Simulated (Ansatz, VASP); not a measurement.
## One calculation of Ag, two programs

Contents of INCAR:

```
ALGO     = Normal         # electronic algorithm
EDIFF    = 1E-8           # SCF threshold, eV
ENCUT    = 520            # plane-wave cutoff, eV
GGA      = CA             # functional
ISIF     = 2              # what is computed and relaxed
ISMEAR   = -1             # smearing method
LASPH    = True           # aspherical terms in the spheres
LCHARG   = False          # write CHGCAR
LEFG     = True         
LREAL    = False          # projectors in reciprocal space
LWAVE    = False          # write WAVECAR
NBANDS   = 12             # bands
NELM     = 80             # most SCF steps
PREC     = Accurate       # precision mode
SIGMA    = 0.05           # smearing width, eV
```

KPOINTS

```
k-points
0
Gamma
  15 15 15
```

File POSCAR:

```
Ag
1.0
    0.0000000000      2.0293875063      2.0293875063
    2.0293875063      0.0000000000      2.0293875063
    2.0293875063      2.0293875063      0.0000000000
Ag
1
Direct
    0.0000000000      0.0000000000      0.0000000000
```

Input for Ansatz:

```yaml
crystal:
  lattice:
    - [0.0, 2.0293875063, 2.0293875063]
    - [2.0293875063, 0.0, 2.0293875063]
    - [2.0293875063, 2.0293875063, 0.0]
  atoms:
    - { symbol: Ag, position: [0.0, 0.0, 0.0] }
kpoints:
  mp_grid: { grid: [15, 15, 15] }
scf:
  occupations: { method: fermi_dirac, width: 0.05 }
hamiltonian:
  xc: lda
  pseudopotentials: { kind: paw }
output:
  forces: true
  stress: true
  eigenvalues: true
  efg: { contact_densities: true }
```

Change from the starting cell: volume scaled by 0.98, PAW files.

Alike in both runs: task electric field gradients; functional LDA; k mesh 15 × 15 × 15; occupations fermi-dirac, width 0.05 eV; no spin polarisation.

|  | VASP | Ansatz |
| --- | --- | --- |
| version | VASP 6.6.1 | Ansatz 0.2.0 |
| potentials or method | VASP PAW LDA potentials, release 64 (Ag) | PAW with Ansatz's default frozen-core files, scalar-relativistic |
| plane-wave cutoff (eV) | 520 | 420 |
| valence electrons in the cell | 11 | 19 |

VASP gave:

| Quantity | Value |
| --- | --- |
| pressure (GPa) | -5.3 |

**Question.** Estimate Ansatz's values.

**Answer.** Pressure (GPa): -5.4.

LDA's correlation is that of Perdew and Zunger in VASP and of Perdew and Wang (1992) in Ansatz. VASP's potentials hold 11 valence electrons a cell and Ansatz's 19, so a difference there can come from the potentials and not from the codes.
